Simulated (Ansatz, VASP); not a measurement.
## Two plane-wave programs on Al32O

```xyz
33
Lattice="8.1000 0.0000 0.0000 0.0000 8.1000 0.0000 0.0000 0.0000 8.1000" Properties=species:S:1:pos:R:3 pbc="T T T"
Al    4.0436   -0.0084   -0.0224
Al    6.0838    2.0317   -0.0224
Al    6.1528   -0.0777    1.9488
Al    0.0262    0.0003   -0.0233
Al    2.0010    2.0233   -0.0234
Al    4.0520    4.0743   -0.0234
Al    6.0750    6.0491   -0.0234
Al    2.0016   -0.0083    2.0194
Al    3.9745    2.1007    1.9498
Al    6.0836    4.0738    2.0194
Al    3.9730   -0.0781    4.1284
Al    6.1534    2.1024    4.1286
Al    6.0833   -0.0080    6.1015
Al    0.0131    4.0612   -0.0104
Al    2.0141    6.0623   -0.0104
Al    0.0262    2.0312    2.0198
Al    2.0011    4.0742    2.0275
Al    4.0441    6.0492    2.0198
Al    0.0256   -0.0081    4.0591
Al    2.0019    2.0317    4.0594
Al    4.0437    4.0736    4.0593
Al    6.0835    6.0498    4.0592
Al    2.0012    0.0004    6.1017
Al    4.0442    2.0312    6.1019
Al    6.0748    4.0742    6.1017
Al    0.0258    6.0496    2.0277
Al    0.0262    4.0743    4.0504
Al    2.0010    6.0490    4.0504
Al    0.0257    2.0231    6.1014
Al    2.0140    4.0613    6.0887
Al    4.0522    6.0496    6.1014
Al    0.0132    6.0621    6.0888
O     5.0640    1.0116    3.0401
```

Alike in both runs: functional LDA; k mesh 3 × 3 × 3; occupations fermi-dirac, width 0.05 eV; no spin polarisation.

Ansatz relaxed the structure, and its values are those at the end. VASP's run is a single point on that final structure, the one shown.

|  | VASP | Ansatz |
| --- | --- | --- |
| version | VASP 6.6.1 | Ansatz 0.2.0 |
| potentials or method | VASP PAW LDA potentials, release 64 (Al, O), cutoff 520 eV | scalar-relativistic, plane waves, PAW |
| valence electrons in the cell | 102 | 102 |

Ansatz gave:

- rms of the force components (eV/Å): 0.002

Question: Estimate VASP's values.

Answer: rms of the force components (eV/Å): 0.006.

LDA's correlation is that of Perdew and Zunger in VASP and of Perdew and Wang (1992) in Ansatz.
